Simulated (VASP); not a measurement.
Runs of VASP 6.6.1 on Ni. The structure is that of space group Fd-3m (No. 227), or close to it. The cells are those of the table. 

| task | potentials or basis | cell | k mesh | cutoff (eV) | second run | gap on the mesh (eV) | pressure (GPa) | moment (μB) | relaxed volume (Å³/atom) |
| --- | --- | --- | --- | --- | --- | --- | --- | --- | --- |
| relaxation of cell and atoms | VASP PAW PBE potentials, release 64 (Ni) | relaxed from a = 3.247 Å, angles 60.0°, 2 atoms | 6 × 6 × 6 | 600 | - | none | 0.0 | 1.59 | 16.65 |
| single point | VASP PAW PBE potentials, release 64 (Ni) | a = 3.606 Å, angles 60.0°, 2 atoms | 18 × 18 × 18 | 520 | - | none | 0.0 | (a) | - |
| single point | VASP PAW PBE potentials, release 64 (Ni) | a = 3.247 Å, angles 60.0°, 2 atoms | 6 × 6 × 6 | 520 | - | none | 58.4 | (b) | - |
| single point | VASP PAW PBE potentials, release 64 (Ni) | a = 3.608 Å, angles 60.0°, 2 atoms | 6 × 6 × 6 | 520 | - | none | 0.0 | 1.62 | - |
| relaxation of cell and atoms | VASP PAW PBE potentials, release 64 (Ni_sv_GW) | relaxed from a = 3.247 Å, angles 60.0°, 2 atoms | 6 × 6 × 6 | 590 | valence_matched | none | -0.3 | 1.63 | (c) |

Alike in all rows: level PBE; spin collinear, ferromagnetic start; smearing gaussian 0.1 eV.

**Question.** Estimate the missing entries.

**Answer.** (a) 1.57; (b) 1.44; (c) 16.46.

Caveats: some runs use coarse meshes; the volume moved by over 15 % at a fixed basis, so the end points are rough (some runs).

A gap of «none» marks levels without a gap at the run's occupations.

The runs don't all hold the same shells in valence.
